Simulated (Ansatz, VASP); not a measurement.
## PbO2 in VASP and in Ansatz

File INCAR:

```
PREC = Accurate
ENCUT = 520
EDIFF = 1E-7
ISMEAR = -1
SIGMA = 0.05
LREAL = False
LASPH = True
NELM = 60
ALGO = Normal
ISIF = 2
LWAVE = False
LCHARG = False
GGA = PS
NBANDS = 20
```

Contents of KPOINTS:

```
Automatic mesh
0
Gamma
  12 12 12
```

File POSCAR:

```
PbO2
1.0
    0.0000000000      2.4549226524      2.4549226524
    2.4549226524      0.0000000000      2.4549226524
    2.4549226524      2.4549226524      0.0000000000
Pb O
1 2
Direct
    0.0000000000      0.0000000000      0.0000000000
    0.2500000000      0.2500000000      0.2500000000
    0.7500000000      0.7500000000      0.7500000000
```

Input for Ansatz:

```yaml
crystal:
  lattice:
    - [0.0, 2.4549226524, 2.4549226524]
    - [2.4549226524, 0.0, 2.4549226524]
    - [2.4549226524, 2.4549226524, 0.0]
  atoms:
    - { symbol: Pb, position: [0.0, 0.0, 0.0] }
    - { symbol: O, position: [0.25, 0.25, 0.25] }
    - { symbol: O, position: [0.75, 0.75, 0.75] }
kpoints:
  mp_grid: { grid: [12, 12, 12] }
  band_path:
    path:
      - [0.0, 0.0, 0.0]
      - [0.5, 0.0, 0.5]
      - [0.625, 0.25, 0.625]
      - [0.375, 0.375, 0.75]
      - [0.0, 0.0, 0.0]
      - [0.5, 0.5, 0.5]
      - [0.5, 0.25, 0.75]
      - [0.5, 0.0, 0.5]
    npoints: 6
scf:
  occupations: { method: fermi_dirac, width: 0.05 }
hamiltonian:
  xc: pbesol
  pseudopotentials: { kind: all_electron, lapw: { basis_error: 0.001 } }
output:
  forces: true
  stress: true
  eigenvalues: true
  populations: true
```

Change from the starting cell: volume scaled by 0.75, LAPW.

Alike in both runs: task single point; functional PBEsol; k mesh 12 × 12 × 12; occupations fermi-dirac, width 0.05 eV; no spin polarisation.

|  | VASP | Ansatz |
| --- | --- | --- |
| version | VASP 6.6.1 | Ansatz 0.2.0 |
| potentials or method | VASP PAW PBE potentials, release 64 (Pb_d, O), cutoff 520 eV | all-electron LAPW, scalar-relativistic |

|  | VASP | Ansatz | Ansatz less VASP |
| --- | --- | --- | --- |
| pressure (GPa) | 69.9 | 69.1 | -0.83 |

VASP's potentials were made for PBE, not for PBEsol. Both programs put the cell under a high pressure, so it lies far from rest at this level. Ansatz ran all-electron here, and VASP with PAW potentials.

Neither program's run includes spin-orbit coupling. Noted on VASP's run: the cell as given lies far from equilibrium.
